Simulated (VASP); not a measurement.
A run of VASP 6.6.1 is set up as follows.

The input INCAR:

```
SYSTEM = Sb2Pt
  ALGO = Normal
  EDIFF = 1E-6
  ENCUT = 520
  GGA = PS
  ISIF = 2
  ISMEAR = -1
  LASPH = .TRUE.
  LCHARG = .TRUE.
  LELF = .TRUE.
  LREAL = .FALSE.
  LVHAR = .TRUE.
  LWAVE = .FALSE.
  NBANDS = 52
  NELM = 60
  PREC = Accurate
  SIGMA = 0.1
```

KPOINTS

```
k-points
0
G
  2 2 3
  0 0 0
```

Contents of POSCAR:

```
Sb2Pt
1.0
    7.2596090000      0.3670430000      0.1796830000
   -0.6078470000      6.6689250000      0.2215900000
    0.6634660000      0.3204110000      5.8857720000
Pt Sb
4 8
Direct
    0.0846294341      0.0062859232      0.7833095865
    0.3323491622      0.9377247762      0.2180928980
    0.0026043544      0.1512657608      0.2301577536
    0.6967176176      0.8624044022      0.3102652459
    0.2332177368      0.3968806760      0.8112942446
    0.0637025365      0.6821635091      0.5198390500
    0.7647271384      0.5931613998      0.9053446003
    0.7221944395      0.1580493413      0.9202348958
    0.3091259293      0.4267347709      0.2742206405
    0.4853313614      0.1521899942      0.5595558958
    0.7650437573      0.4531728788      0.3804991196
    0.4346228622      0.7716332147      0.7965696694
```

Potentials or basis: VASP PAW PBE potentials, release 64 (Pt, Sb).

Run with:

```sh
$ cat potpaw_PBE.64/Pt/POTCAR potpaw_PBE.64/Sb/POTCAR > POTCAR
$ mpirun -np 1 vasp_std > vasp.out
```

Task: Estimate the pressure.

Result: -1.0 GPa.

Task: Estimate the largest force.

Result: 3.030 eV/Å.

Task: Estimate the band gap on the k mesh.

Result: Zero (band 40 reaches 8.36 eV, above the bottom of band 41 at 8.32 eV).

Stress tensor (GPa, compression positive):
```
-1.03  0.98  1.40
 0.98 -1.08 -2.33
 1.40 -2.33 -0.84
```

Caveat: the k points lie up to 0.47 Å⁻¹ apart; the PAW data sets were made with another functional, which shifts forces and pressure a little; spin-orbit coupling is left out, which moves the levels of the heavy elements.
